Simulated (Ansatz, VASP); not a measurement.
# Pb: VASP beside Ansatz

File INCAR:

```
SYSTEM = Pb
ALGO = Normal ; EDIFF = 1E-8
ENCUT = 400 ; GGA = PS
GGA_COMPAT = .FALSE. ; ISIF = 2
ISMEAR = -1 ; LASPH = .TRUE.
LCHARG = .FALSE. ; LEFG = .TRUE.
LREAL = .FALSE. ; LWAVE = .FALSE.
NBANDS = 21 ; NELM = 120
PREC = Accurate ; SIGMA = 0.05
```

File KPOINTS:

```
k-points
0
G
  12 12 7
  0 0 0
```

Contents of POSCAR:

```
Pb
1.0
    3.5844007113      0.0000000000      0.0000000000
   -1.7922003557      3.1041820733      0.0000000000
    0.0000000000      0.0000000000      5.5900000000
Pb
2
Direct
    0.3333333333      0.6666666667      0.2500000000
    0.6666666667      0.3333333333      0.7500000000
```

Input for Ansatz:

```yaml
crystal:
  lattice:
    - [3.5844007113, 0.0, 0.0]
    - [-1.7922003557, 3.1041820733, 0.0]
    - [0.0, 0.0, 5.59]
  atoms:
    - { symbol: Pb, position: [0.3333333333, 0.6666666667, 0.25] }
    - { symbol: Pb, position: [0.6666666667, 0.3333333333, 0.75] }
kpoints:
  mp_grid: { grid: [12, 12, 7] }
scf:
  occupations: { method: fermi_dirac, width: 0.05 }
hamiltonian:
  xc: pbesol
  pseudopotentials: { kind: all_electron, datasets: crystal }
output:
  forces: true
  stress: true
  eigenvalues: true
  efg: { contact_densities: true }
```

Change from the starting cell: equal xx and yy strain of +3 %, crystal datasets.

Alike in both runs: task electric field gradients; functional PBEsol; k mesh 12 × 12 × 7; occupations fermi-dirac, width 0.05 eV; no spin polarisation.

```csv
,VASP,Ansatz
version,VASP 6.6.1,Ansatz 0.2.0
potentials or method,"VASP PAW PBE potentials, release 64 (Pb_d), cutoff 400 eV","all-electron PAW with datasets made for the crystal, scalar-relativistic"
```

```csv
,VASP,Ansatz,Ansatz less VASP
pressure (GPa),-1.9,-1.8,+0.06
"traceless stress, the component that is largest in VASP (GPa)",0.76,0.76,-0.005
size of Vzz on the site where it differs most (V/Å²),32.4,31.7,-0.64
```

VASP's potentials were made for PBE, not for PBEsol. Ansatz ran all-electron here, and VASP with PAW potentials.

Neither program's run includes spin-orbit coupling.
